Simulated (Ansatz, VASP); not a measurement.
## Ba: VASP beside Ansatz

```xyz
4
Lattice="-4.1425 4.1425 3.7775 4.1425 -4.1425 3.7775 4.1425 4.1425 -3.7775" Properties=species:S:1:pos:R:3 pbc="T T T"
Ba    1.4624    2.6801    3.7775
Ba    2.6801    1.4624    0.0000
Ba    2.6801   -1.4624    3.7775
Ba    1.4624    5.6049    0.0000
```

Alike in both runs: functional PBE; k mesh 8 × 8 × 8; occupations gaussian, width 0.1 eV; no spin polarisation.

Ansatz relaxed the structure, and its values are those at the end. VASP's run is a single point on that final structure, the one shown.

|  | VASP | Ansatz |
| --- | --- | --- |
| version | VASP 6.6.1 | Ansatz 0.2.0 |
| potentials or method | VASP PAW PBE potentials, release 64 (Ba_sv), cutoff 520 eV | scalar-relativistic, plane waves, PAW |
| valence electrons in the cell | 40 | 40 |

```tsv
	VASP	Ansatz	Ansatz less VASP
gap on the k mesh at the Fermi level (eV)	none	none	-
pressure (GPa)	0.1	0.0	-0.05
```

A gap of «none» marks a metal or a gap that the smearing closes.

Neither program's run includes spin-orbit coupling.
